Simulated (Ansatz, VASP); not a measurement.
# Si in VASP and in Ansatz

```xyz
2
Lattice="4.0798 0.0000 0.0000 -2.0399 3.5332 0.0000 0.0000 0.0000 2.6183" Properties=species:S:1:pos:R:3 pbc="T T T"
Si    0.0000    2.3555    0.0000
Si    2.0399    1.1777    0.0000
```

Alike in both runs: functional PBE; dispersion D3(BJ); k mesh 12 × 12 × 16; occupations gaussian, width 0.1 eV; no spin polarisation.

Ansatz relaxed the structure, and its values are those at the end. VASP's run is a single point on that final structure, the one shown.

|  | VASP | Ansatz |
| --- | --- | --- |
| version | VASP 6.6.1 | Ansatz 0.2.0 |
| potentials or method | VASP PAW PBE potentials, release 64 (Si), cutoff 520 eV | scalar-relativistic, plane waves, PAW |
| valence electrons in the cell | 8 | 8 |

```tsv
	VASP	Ansatz	Ansatz less VASP
gap on the k mesh at the Fermi level (eV)	none	none	-
pressure (GPa)	-0.1	0.0	+0.06
```

A gap of «none» marks a metal or a gap that the smearing closes.
